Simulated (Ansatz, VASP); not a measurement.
Al in VASP and in Ansatz

```xyz
2
Lattice="2.7421 0.0000 0.0000 -1.3711 2.3748 0.0000 0.0000 0.0000 5.1102" Properties=species:S:1:pos:R:3 pbc="T T T"
Al    1.3711    0.7916    3.8326
Al    0.0000    1.5832    1.2775
```

Change from the starting cell: strain -0.025 along x and y, +0.050 along z, atoms carried along.

Alike in both runs: task single point; functional PBEsol; dispersion D3(BJ); k mesh 18 × 18 × 10; occupations gaussian, width 0.15 eV; no spin polarisation.

```csv
,VASP,Ansatz
version,VASP 6.6.1,Ansatz 0.2.0
potentials or method,"VASP PAW PBE potentials, release 64 (Al), cutoff 520 eV","scalar-relativistic, plane waves, PAW"
valence electrons in the cell,6,6
```

|  | VASP | Ansatz | Ansatz less VASP |
| --- | --- | --- | --- |
| gap on the k mesh at the Fermi level (eV) | none | none | - |
| pressure (GPa) | -2.9 | -3.0 | -0.07 |
| traceless stress, the component that is largest in VASP (GPa) | -5.70 | -5.65 | +0.045 |

VASP's potentials were made for PBE, not for PBEsol. A gap of «none» marks a metal or a gap that the smearing closes.
